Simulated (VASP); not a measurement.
Write the native input for VASP 6.6.1 that does the following.

```yaml
Task: single point
Functional: r2SCAN
Potentials_or_basis: VASP PAW PBE potentials, release 64 (Ti_sv, Al)
Cutoff: 520 eV
k_mesh: 9 × 6 × 6
Occupations: fermi-dirac, width 0.05 eV
Spin: no spin polarisation
Dipole_correction: no
Further_INCAR_settings: ALGO = Normal; EDIFF = 1e-06; NBANDS = 18
```

The system is TiAl3.

```
Ti Al
1.0
     2.85848    0.00000    0.00000
     0.00000    4.71227    0.00000
     0.00000    0.00000    4.93320
Ti Al
1 3
Direct
  0.00000 0.50000 0.16592
  0.00000 0.00000 0.83590
  0.50000 0.00000 0.33091
  0.50000 0.50000 0.66727
```

One way to write it, as run:

POSCAR

```
TiAl3
1.0
    2.8584833560      0.0000000000      0.0000000000
    0.0000000000      4.7122666518      0.0000000000
    0.0000000000      0.0000000000      4.9331981909
Ti Al
1 3
Direct
    0.0000000000      0.5000000000      0.1659160000
    0.0000000000      0.0000000000      0.8359000000
    0.5000000000      0.0000000000      0.3309120000
    0.5000000000      0.5000000000      0.6672710000
```

INCAR.step1

```
PREC     = Accurate       # precision mode
ENCUT    = 520            # plane-wave cutoff, eV
ISMEAR   = -1             # smearing method
SIGMA    = 0.05           # smearing width, eV
LREAL    = False          # projectors in reciprocal space
LASPH    = True           # aspherical terms in the spheres
NELM     = 100            # most SCF steps
NBANDS   = 18             # bands
GGA      = PE             # functional
ALGO     = Normal         # electronic algorithm
EDIFF    = 1E-4           # SCF threshold, eV
LWAVE    = True           # write WAVECAR
LCHARG   = False          # write CHGCAR
```

INCAR.step2

```
PREC     = Accurate       # precision mode
ENCUT    = 520            # plane-wave cutoff, eV
EDIFF    = 1E-6           # SCF threshold, eV
ISMEAR   = -1             # smearing method
SIGMA    = 0.05           # smearing width, eV
LREAL    = False          # projectors in reciprocal space
LASPH    = True           # aspherical terms in the spheres
NELM     = 100            # most SCF steps
ALGO     = Normal         # electronic algorithm
ISIF     = 2              # what is computed and relaxed
LWAVE    = False          # write WAVECAR
LCHARG   = True           # write CHGCAR
METAGGA  = R2SCAN         # meta-GGA
LMIXTAU  = True         
LELF     = True           # ELF
LVHAR    = True         
NBANDS   = 18             # bands
ISTART   = 1
```

KPOINTS

```
regular mesh
0
Gamma
  9 6 6
```

Potentials or basis: VASP PAW PBE potentials, release 64 (Ti_sv, Al).

Run with:

```bash
$ cat potpaw_PBE.64/Ti_sv/POTCAR potpaw_PBE.64/Al/POTCAR > POTCAR
$ cp INCAR.step1 INCAR
$ mpirun -np 1 vasp_std > vasp.out
$ cp INCAR.step2 INCAR
$ mpirun -np 1 vasp_std > vasp.out
```

Results of the run:

* Pressure: -4.1 GPa
* Largest force: 0.043 eV/Å

Caveat: the PAW data sets were made with another functional, which shifts forces and pressure a little.

Wall time 3.7 min on 1 thread of Intel Xeon 6975P-C, with other jobs on the host, peak memory 0.25 GiB.
